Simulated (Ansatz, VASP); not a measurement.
## One calculation of MgO, two programs

```
Mg O
1.0
     0.00000    2.10217    2.10217
     2.10217    0.00000    2.10217
     2.10217    2.10217    0.00000
Mg O
1 1
Direct
  0.00000 0.00000 0.00000
  0.50000 0.50000 0.50000
```

Alike in both runs: task single point; functional PBEsol; k mesh 8 × 8 × 8; no spin polarisation.

|  | VASP | Ansatz |
| --- | --- | --- |
| version | VASP 6.6.1 | Ansatz 0.2.0 |
| potentials or method | VASP PAW PBE potentials, release 64 (Mg, O) | plane waves, PAW |
| plane-wave cutoff (eV) | 520 | 420 |
| occupations | gaussian, width 0.01 eV | fixed |
| valence electrons in the cell | 8 | 16 |

Ansatz gave:

* gap on the k mesh at the Fermi level (eV): 4.69
* pressure (GPa): 1.1

Task: Which values does VASP return?

Result: gap on the k mesh at the Fermi level (eV): 4.69; pressure (GPa): 0.6.

VASP's potentials were made for PBE, not for PBEsol. VASP's potentials hold 8 valence electrons a cell and Ansatz's 16, so a difference there can come from the potentials and not from the codes.
